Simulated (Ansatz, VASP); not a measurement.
Two plane-wave programs on Ir

```xyz
1
Lattice="0.0000 2.1898 1.6080 2.1898 0.0000 1.6080 2.1898 2.1898 0.0000" Properties=species:S:1:pos:R:3 pbc="T T T"
Ir    0.0000    0.0000    0.0000
```

Alike in both runs: task single point; functional PBE; k mesh 22 × 22 × 22; occupations gaussian, width 0.15 eV; no spin polarisation.

```csv
,VASP,Ansatz
version,VASP 6.6.1,Ansatz 0.2.0
potentials or method,"VASP PAW PBE potentials, release 64 (Ir), cutoff 520 eV","scalar-relativistic, plane waves, PAW"
valence electrons in the cell,9,17
```

|  | VASP | Ansatz | Ansatz less VASP |
| --- | --- | --- | --- |
| gap on the k mesh at the Fermi level (eV) | none | none | - |
| pressure (GPa) | -7.3 | -7.7 | -0.43 |
| traceless stress, the component that is largest in VASP (GPa) | 12.78 | 13.07 | +0.284 |

A gap of «none» marks a metal or a gap that the smearing closes. The functional is the same, so the differences come from potentials, cutoffs and numerics. VASP's potentials hold 9 valence electrons a cell and Ansatz's 17, so a difference there can come from the potentials and not from the codes.

Spin-orbit coupling is off throughout.
